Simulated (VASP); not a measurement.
# Ga3SbN2 (P6mm) in VASP: notebook, part 3 of 3

VASP 6.6.1.

## 4. Relaxation of cell and atoms, PBE

This run uses another cell than the first one, of 36.80 Å³/atom.

Contents of INCAR:

```
SYSTEM = Ga3SbN2
  PREC = Accurate
  ENCUT = 600
  EDIFF = 1E-6
  ISMEAR = 0
  SIGMA = 0.1
  LREAL = .False.
  LASPH = .True.
  NELM = 80
  ALGO = Normal
  ISIF = 3
  LWAVE = .False.
  LCHARG = .False.
  GGA = PE
  IBRION = 2
  NSW = 90
  EDIFFG = -0.04
```

Contents of KPOINTS:

```
regular mesh
0
Gamma
  3 3 2
  0 0 0
```

Contents of POSCAR:

```
Ga3SbN2
1.0
    5.8002614500      0.0000000000      0.0000000000
   -2.9001307200      5.0231737600      0.0000000000
    0.0000000000      0.0000000000      7.5784924100
Ga Sb N
3 1 2
Direct
    0.5000000000      0.0000000000      0.2676612400
    0.0000000000      0.5000000000      0.2676612400
    0.5000000000      0.5000000000      0.2676612400
    0.0000000000      0.0000000000      0.5997005700
    0.3333333300      0.6666666700      0.0091193600
    0.6666666700      0.3333333300      0.0091193600
```

Potentials or basis: VASP PAW PBE potentials, release 64 (Ga_d, Sb, N).

Started as:

```
> cat potpaw_PBE.64/Ga_d/POTCAR potpaw_PBE.64/Sb/POTCAR potpaw_PBE.64/N/POTCAR > POTCAR
> mpirun -np 1 vasp_std > vasp.out
```

OUTCAR:

```text
SYSTEM = Ga3SbN2
   PREC = Accurate
   ENCUT = 600
   EDIFF = 1E-6
   ISMEAR = 0
   LREAL = .False.
   LASPH = .True.
   NELM = 80
   ISIF = 3
   GGA = PE
   IBRION = 2
   NSW = 90
   EDIFFG = -0.04

 ion  position               nearest neighbor table
   1  0.500  0.000  0.268-   3 2.90   3 2.90   2 2.90   2 2.90
   2  0.000  0.500  0.268-   1 2.90   1 2.90   3 2.90   3 2.90
   3  0.500  0.500  0.268-   1 2.90   1 2.90   2 2.90   2 2.90
   4  0.000  0.000  0.600-
   5  0.333  0.667  0.009-
   6  0.667  0.333  0.009-

  LATTYP: Found a hexagonal cell.
 ALAT       =     5.8002614500
 C/A-ratio  =     1.3065777250

  Lattice vectors:

 A1 = (   5.8002614500,   0.0000000000,   0.0000000000)
 A2 = (  -2.9001307200,   5.0231737600,   0.0000000000)
 A3 = (   0.0000000000,   0.0000000000,   7.5784924100)

Analysis of symmetry for initial positions (statically):
=====================================================================
 Subroutine PRICEL returns:
 Original cell was already a primitive cell.

 Routine SETGRP: Setting up the symmetry group for a
 hexagonal supercell.

 Subroutine GETGRP returns: Found 12 space group operations
 (whereof 12 operations were pure point group operations)
 out of a pool of 24 trial point group operations.

The static configuration has the point symmetry C_6v.

Analysis of symmetry for dynamics (positions and initial velocities):
=====================================================================
 Subroutine PRICEL returns:
 Original cell was already a primitive cell.

 Routine SETGRP: Setting up the symmetry group for a
 hexagonal supercell.

 Subroutine GETGRP returns: Found 12 space group operations
 (whereof 12 operations were pure point group operations)
 out of a pool of 24 trial point group operations.

The dynamic configuration has the point symmetry C_6v.

 Subroutine INISYM returns: Found 12 space group operations
 (whereof 12 operations are pure point group operations),
 and found     1 'primitive' translations

[... 84 lines left out ...]
   LREAL  =      F    real-space projection
   EDIFFG = -.4E-01   stopping-criterion for IOM
   NSW    =     90    number of steps for IOM
   IBRION =      2    ionic relax: 0-MD 1-quasi-New 2-CG
   NFREE  =      1    steps in history (QN), initial steepest desc. (CG)
   ISIF   =      3    stress and relaxation
   ISYM   =      2    0-nonsym 1-usesym 2-fastsym
   POTIM  = 0.5000    time-step for ionic-motion
   TEBEG  =    0.0;   TEEND  =   0.0 temperature during run
   PSTRESS=    0.0 pullay stress
   NELECT =      54.0000    total number of electrons
   NUPDOWN=      -1.0000    fix difference up-down
   EMIN   =  10.00;   EMAX   =-10.00  energy-range for DOS
   EFERMI =   0.00;   METHOD = LEGACY
   ISMEAR =     0;   SIGMA  =   0.10  broadening in eV -4-tet -1-fermi 0-gaus
   EFERMI_NEDOS =   21; number of points for ismear=-14 and -15
   IALGO  =     38    algorithm
   IMIX   =      4    mixing-type and parameters
     AMIX     =   0.40;   BMIX     =  1.00
     AMIX_MAG =   1.60;   BMIX_MAG =  1.00
  volume/ion in A,a.u.               =      36.80       248.34
  Fermi-wavevector in a.u.,A,eV,Ry     =   1.023772  1.934648 14.260388  1.048109
  Thomas-Fermi vector in A             =   2.157523
   LORBIT       =      0    0 simple, 1 ext, 2 COOP (PROOUT), +10 PAW based schemes
   GGA     = PE    functional components
   LHFCALC =     F    Hartree Fock is set to
   AEXX    =    0.0000 exact exchange contribution
   IVDW    =     0    specifies the selected vdW correction
   LEPSILON=     F    determine dielectric tensor
   LRPA    =     F    only Hartree local field effects (RPA)
 conjugate gradient relaxation of ions
 non-spin polarized calculation
 Gauss-broadening in eV      SIGMA  =   0.10
  energy-cutoff  :      600.00
  volume of cell :      220.80
 maximum number of plane-waves:      7422
 NGX is ok and might be reduce to    48
   NGX = 23   NGY = 23   NGZ = 31

--------------------------------------- Ionic step        1  -------------------------------------------

 number of electron      53.9999983 magnetization

 Free energy of the ion-electron system (eV)
  ---------------------------------------------------
  ext. energy  EPLUGINS =         0.00000000
  ---------------------------------------------------
  free energy    TOTEN  =       -17.62823604 eV

  energy without entropy =      -17.56297548  energy(sigma->0) =      -17.59560576

 E-fermi :  -0.2862     XC(G=0):  -7.0129

 val. band max:       -0.3056328439   @ k =   0.3333   0.0000   0.5000
 cond. band min:      -0.2362474214   @ k =   0.0000   0.0000   0.0000
 fundamental gap:      0.0693854225
 Fermi energy:        -0.2862043583
[... 975 lines left out ...]
     31       7.6880      0.00000
     32       7.6880      0.00000

[... ionic steps 4 to 24 ...]

--------------------------------------- Ionic step       25  -------------------------------------------

 number of electron      54.0000026 magnetization

------------------------ aborting loop because EDIFF is reached ----------------------------------------
[... 75 lines left out ...]
--------------------------------------- Ionic step       27  -------------------------------------------

 number of electron      54.0000027 magnetization

 Free energy of the ion-electron system (eV)
  ---------------------------------------------------
  ext. energy  EPLUGINS =         0.00000000
  ---------------------------------------------------
  free energy    TOTEN  =       -28.01121393 eV

  energy without entropy =      -28.01055204  energy(sigma->0) =      -28.01088299

 E-fermi :   6.6335     XC(G=0): -10.9167

 val. band max:        6.4423529729   @ k =   0.3333   0.3333   0.0000
 cond. band min:       6.8340358176   @ k =   0.3333   0.0000   0.0000
 fundamental gap:      0.3916828446
 Fermi energy:         6.6335230938
[... 241 lines left out ...]
  FREE ENERGIE OF THE ION-ELECTRON SYSTEM (eV)
  ---------------------------------------------------
  free  energy   TOTEN  =       -28.0112139310 eV

  energy  without entropy=      -28.0105520411  energy(sigma->0) =      -28.01088299

 reached required accuracy - stopping structural energy minimisation
```

OSZICAR:

```text
N       E                     dE             d eps       ncg     rms          rms(c)
DAV:   1     0.451787558855E+03    0.45179E+03   -0.26808E+04   400   0.218E+03
DAV:   2     0.519224487254E+02   -0.39987E+03   -0.39332E+03   424   0.539E+02
DAV:   3    -0.164404192001E+02   -0.68363E+02   -0.66121E+02   464   0.160E+02
[... 335 lines left out ...]
DAV:   2    -0.280114451171E+02   -0.71112E-03   -0.14619E-02   472   0.108E+00    0.114E-01
DAV:   3    -0.280112381232E+02    0.20699E-03   -0.10915E-03   544   0.326E-01    0.415E-02
DAV:   4    -0.280112128482E+02    0.25275E-04   -0.17002E-04   528   0.114E-01    0.128E-02
DAV:   5    -0.280112139001E+02   -0.10519E-05   -0.31364E-05   440   0.504E-02    0.506E-03
DAV:   6    -0.280112139310E+02   -0.30848E-07   -0.25661E-06   336   0.133E-02
  27 F= -.28011214E+02 E0= -.28010883E+02  d E =-.895144E-03
```

CONTCAR:

```text
Ga3SbN2
   1.00000000000000
     5.9501796851697693   -0.0000000003869896   -0.0000000000000000
    -2.9750898377907942    5.1530067608054351    0.0000000000000000
     0.0000000000000000   -0.0000000000000000    3.1421725088344461
  Ga              Sb              N
     3     1     2
Direct
     0.5000000000000000    0.0000000000000000    0.3007533748591856
     0.0000000000000000    0.5000000000000000    0.3007533748591856
     0.5000000000000000    0.5000000000000000    0.3007533748591856
     0.0000000000000000    0.0000000000000000    0.5226469660809671
     0.3333333300000021    0.6666666699999979    0.9980079596707429
     0.6666666699999979    0.3333333300000021    0.9980079596707429

  0.00000000E+00  0.00000000E+00  0.00000000E+00
  0.00000000E+00  0.00000000E+00  0.00000000E+00
  0.00000000E+00  0.00000000E+00  0.00000000E+00
  0.00000000E+00  0.00000000E+00  0.00000000E+00
  0.00000000E+00  0.00000000E+00  0.00000000E+00
  0.00000000E+00  0.00000000E+00  0.00000000E+00
```

It took 25 min on 1 thread of Intel Xeon Platinum 8488C (Sapphire Rapids), shared host; peak memory 0.46 GiB.

Results:

```
Free energy                           : -28.0112 eV
Relaxed volume                        : 16.06 Å³/atom
Relaxed cell                          : a = 5.950 Å, b = 5.950 Å, c = 3.142 Å, α = 90.00°, β = 90.00°, γ = 120.00°
Space group after relaxing (to 0.1 Å) : P6mm (No. 183)
Pressure after relaxing               : 0.1 GPa
Largest force after relaxing          : 0.032 eV/Å
Band gap on the k mesh                : zero (bands 27 and 28 overlap by 1.75 eV)
```

Forces on the atoms (eV/Å):
```
Ga   0.000  0.000  0.020
Ga   0.000  0.000  0.020
Ga   0.000  0.000  0.020
Sb   0.000  0.000  0.004
N    0.000  0.000 -0.032
N    0.000  0.000 -0.032
```

Stress tensor (GPa, compression positive):
```
 0.20  0.00  0.00
 0.00  0.20  0.00
 0.00  0.00 -0.03
```

Final structure:
```
Ga Sb N
1.0
     5.95018    0.00000    0.00000
    -2.97509    5.15301    0.00000
     0.00000    0.00000    3.14217
Ga Sb N
3 1 2
Direct
  0.50000 0.00000 0.30075
  0.00000 0.50000 0.30075
  0.50000 0.50000 0.30075
  0.00000 0.00000 0.52265
  0.33333 0.66667 0.99801
  0.66667 0.33333 0.99801
```

Caveat: the k points lie up to 1.00 Å⁻¹ apart in the final cell, too coarse for converged energies and pressures of a metal; the volume moved by over 15 % at a fixed basis, so the end points are rough; spin-orbit coupling is left out, which moves the levels of the heavy elements.

## 5. Relaxation of cell and atoms, PBE

This run uses another cell than the first one, of 36.64 Å³/atom.

Contents of INCAR:

```
SYSTEM = Ga3SbN2
  PREC = Accurate
  ENCUT = 600
  EDIFF = 1E-7
  ISMEAR = 0
  SIGMA = 0.1
  LREAL = .FALSE.
  LASPH = .TRUE.
  NELM = 100
  ALGO = Normal
  ISIF = 3
  LWAVE = .FALSE.
  LCHARG = .FALSE.
  GGA = PE
  IBRION = 2
  NSW = 90
  EDIFFG = -0.04
```

Contents of KPOINTS:

```
Automatic mesh
0
G
  3 3 4
  0 0 0
```

Contents of POSCAR:

```
Ga3SbN2
1.0
    6.0582720239      0.0000000000      0.0000000000
   -3.0291360119      5.2466174757      0.0000000000
    0.0000000000      0.0000000000      6.9156568739
Ga Sb N
3 1 2
Direct
    0.5000000000      0.0000000000      0.2419388814
    0.0000000000      0.5000000000      0.2419388814
    0.5000000000      0.5000000000      0.2419388814
    0.0000000000      0.0000000000      0.3724505104
    0.3333333333      0.6666666667      0.1613279277
    0.6666666667      0.3333333333      0.1613279277
```

Started as:

```
> cat potpaw_PBE.64/Ga_d/POTCAR potpaw_PBE.64/Sb/POTCAR potpaw_PBE.64/N/POTCAR > POTCAR
> mpirun -np 1 vasp_std > vasp.out
```

It took 92 s on 1 thread of Intel Xeon Platinum 8488C (Sapphire Rapids), shared host; peak memory 0.38 GiB.

Results (log left out):

```
Free energy                  : -26.7738 eV
Pressure after relaxing      : 0.0 GPa
Largest force after relaxing : 0.012 eV/Å
Band gap on the k mesh       : 0.61 eV (least direct gap 0.89 eV)
```

Forces in eV/Å, atoms in the order of the input:
```
Ga   0.000  0.000 -0.010
Ga   0.000  0.000 -0.010
Ga   0.000  0.000 -0.010
Sb   0.000  0.000  0.006
N    0.000  0.000  0.012
N    0.000  0.000  0.012
```

Stress tensor (GPa, compression positive):
```
 0.07  0.00  0.00
 0.00  0.07  0.00
 0.00  0.00 -0.11
```

Final structure:
```xyz
6
Lattice="6.0583 0.0000 0.0000 -3.0291 5.2466 0.0000 0.0000 0.0000 6.9157" Properties=species:S:1:pos:R:3 pbc="T T T"
Ga    3.0291    0.0000    1.6732
Ga   -1.5146    2.6233    1.6732
Ga    1.5146    2.6233    1.6732
Sb    0.0000    0.0000    2.5757
N     0.0000    3.4977    1.1157
N     3.0291    1.7489    1.1157
```

Levels at points of the mesh, in eV from the valence-band top:
```
           k point  band 23  band 24  band 25  band 26  band 27  band 28  band 29  band 30  band 31  band 32
(0.00, 0.00, 0.00)    -3.99    -2.65    -1.12    -1.12    -0.52     0.61     1.03     1.03     3.85     4.83
(0.00, 0.00, 0.50)    -4.00    -2.66    -1.12    -1.12    -0.68     0.81     1.00     1.00     4.11     4.94
```

Caveat: the relaxation stopped at its first step, so nothing moved; spin-orbit coupling is left out, which moves the levels of the heavy elements; an odd mesh through Γ misses points on the zone boundary, where band edges can lie.

## 6. Overview

| task | cell | k mesh | cutoff (eV) | smearing | gap on the mesh (eV) | pressure (GPa) | largest force (eV/Å) |
| --- | --- | --- | --- | --- | --- | --- | --- |
| single point | a = 5.879, b = 5.879, c = 3.396 Å, angles 90.0, 90.0, 120.0°, 6 atoms, atomic positions A | 6 × 6 × 4 | 520 | gaussian 0.02 eV | none | 0.1 | 0.02 |
| single point | a = 5.916, b = 5.916, c = 3.188 Å, angles 90.0, 90.0, 120.0°, 6 atoms, atomic positions B | 6 × 6 × 12 | 520 | gaussian 0.1 eV | none | 0.1 | 0.03 |
| relaxation of cell and atoms | relaxed from a = 5.800, b = 5.800, c = 7.578 Å, angles 90.0, 90.0, 120.0°, 6 atoms, atomic positions C | 3 × 3 × 2 | 600 | gaussian 0.1 eV | none | 0.1 | 0.03 |
| relaxation of cell and atoms | relaxed from a = 6.058, b = 6.058, c = 6.916 Å, angles 90.0, 90.0, 120.0°, 6 atoms, atomic positions D | 3 × 3 × 4 | 600 | gaussian 0.1 eV | 0.61 | 0.0 | 0.01 |

Alike in all rows: level PBE; potentials or basis VASP PAW PBE potentials, release 64 (Ga_d, Sb, N); no spin polarisation.

Caveats: some runs use coarse meshes; spin-orbit coupling is left out, which moves the levels of the heavy elements; the volume moved by over 15 % at a fixed basis, so the end points are rough (at least some runs); the relaxation stopped at its first step, so nothing moved (at least some runs); an odd mesh through Γ misses points on the zone boundary, where band edges can lie (at least some runs).

Total energies depend on the potentials used, so only differences within one code and one set of settings carry meaning.
